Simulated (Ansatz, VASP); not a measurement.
**Two plane-wave programs on ScInS3**

```
Sc In S
1.0
     3.51578    2.02984    2.89433
    -3.51578    2.02984    2.89433
     0.00000   -4.05968    2.89433
Sc In S
1 1 3
Direct
  0.50000 0.50000 0.50000
  0.00000 0.00000 0.00000
  0.50000 0.01860 0.98140
  0.01860 0.98140 0.50000
  0.98140 0.50000 0.01860
```

Change from the starting cell: species swapped into the CsPbCl3 type (R32, No. 155).

Alike in both runs: task single point; functional PBE; k mesh 6 × 6 × 6; occupations gaussian, width 0.1 eV; no spin polarisation.

|  | VASP | Ansatz |
| --- | --- | --- |
| version | VASP 6.6.1 | Ansatz 0.2.0 |
| potentials or method | VASP PAW PBE potentials, release 64 (Sc_sv, In_d, S), cutoff 520 eV | scalar-relativistic, plane waves, PAW |
| valence electrons in the cell | 42 | 42 |

```tsv
	VASP	Ansatz	Ansatz less VASP
gap on the k mesh at the Fermi level (eV)	none	none	-
pressure (GPa)	-2.0	-2.0	+0.04
traceless stress, the component that is largest in VASP (GPa)	0.28	0.28	0.000
rms of the force components (eV/Å)	0.237	0.237	+0.0004
```

Atom by atom the forces differ by 0.000 eV/Å (rms over components). A gap of «none» marks a metal or a gap that the smearing closes.
